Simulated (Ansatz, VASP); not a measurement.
**One calculation of Fe, two programs**

INCAR

```
PREC = Accurate
ENCUT = 520
EDIFF = 1E-6
ISMEAR = -1
SIGMA = 0.05
LREAL = F
LASPH = T
NELM = 150
ALGO = Normal
ISIF = 2
LWAVE = F
LCHARG = F
ISPIN = 2
MAGMOM = 0.4
LORBIT = 11
LMAXMIX = 4
LDAU = T
LDAUTYPE = 2
LDAUL = 2
LDAUU = 5.3
LDAUJ = 0
LDAUPRINT = 1
GGA = PE
NBANDS = 14
```

KPOINTS

```
Automatic mesh
0
Gamma
  12 12 12
```

File POSCAR:

```
Fe
1.0
   -1.4304000000      1.4304000000      1.4304000000
    1.4304000000     -1.4304000000      1.4304000000
    1.4304000000      1.4304000000     -1.4304000000
Fe
1
Direct
    0.0000000000      0.0000000000      0.0000000000
```

Input for Ansatz:

```yaml
crystal:
  lattice:
    - [-1.4304, 1.4304, 1.4304]
    - [1.4304, -1.4304, 1.4304]
    - [1.4304, 1.4304, -1.4304]
  atoms:
    - { symbol: Fe, position: [0.0, 0.0, 0.0], spin: 0.4 }
magnetization:
  spin_polarized: true
hamiltonian:
  xc: pbe
  pseudopotentials: { kind: paw }
  hubbard: { sites: [{ species: Fe, l: d, u_eff: 5.3 }] }
basis:
  ecutwfc: 420
kpoints:
  mp_grid: { grid: [12, 12, 12] }
scf:
  occupations: { method: fermi_dirac, width: 0.05 }
  lower_state_search: "off"
output:
  forces: true
  stress: true
```

Change from the starting cell: parallel moments scaled by 0.1, free total moment.

Alike in both runs: task single point; functional PBE; k mesh 12 × 12 × 12; occupations fermi-dirac, width 0.05 eV; collinear spin; Hubbard terms Fe d U = 5.3 eV.

|  | VASP | Ansatz |
| --- | --- | --- |
| version | VASP 6.6.1 | Ansatz 0.2.0 |
| potentials or method | VASP PAW PBE potentials, release 64 (Fe), cutoff 520 eV | PAW, plane waves, scalar-relativistic |
| valence electrons in the cell | 8 | 16 |

|  | VASP | Ansatz | Ansatz less VASP |
| --- | --- | --- | --- |
| pressure (GPa) | 16.1 | 20.3 | +4.22 |
| net moment per atom (μB) | 2.84 | 2.82 | -0.016 |
| size of the moment on the site where the two differ most (μB) | 2.98 | 2.89 | -0.086 |

Site moments also hang on the region over which each program counts them. The programs project onto different local orbitals, so the same U acts differently, and such runs can settle in different states. VASP's potentials hold 8 valence electrons a cell and Ansatz's 16, so a difference there can come from the potentials and not from the codes. Ansatz's warnings: filled band counts differ across k points.
